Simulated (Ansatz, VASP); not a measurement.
**Two plane-wave programs on AlN**

```
Al N
1.0
     3.34110    0.00000    0.00000
    -1.67055    2.89348    0.00000
     0.00000    0.00000    4.05720
Al N
2 2
Direct
  0.33333 0.66667 0.75000
  0.66667 0.33333 0.25000
  0.33333 0.66667 0.25000
  0.66667 0.33333 0.75000
```

Alike in both runs: task single point; functional PBEsol; k mesh 9 × 9 × 6; occupations gaussian, width 0.05 eV; no spin polarisation.

|  | VASP | Ansatz |
| --- | --- | --- |
| version | VASP 6.6.1 | Ansatz 0.2.0 |
| potentials or method | VASP PAW PBE potentials, release 64 (Al, N), cutoff 520 eV | scalar-relativistic, plane waves, PAW |
| valence electrons in the cell | 16 | 16 |

|  | VASP | Ansatz | Ansatz less VASP |
| --- | --- | --- | --- |
| gap on the k mesh at the Fermi level (eV) | 3.40 | 3.39 | -0.012 |
| least direct gap on the mesh (eV) | 3.40 | 3.39 | -0.012 |
| pressure (GPa) | -1.1 | -1.1 | -0.01 |
| traceless stress, the component that is largest in VASP (GPa) | 4.60 | 4.54 | -0.050 |

VASP's potentials were made for PBE, not for PBEsol, and Ansatz warns of the same on its side. With one functional, cell and mesh, what is left measures potentials, basis and numerics.
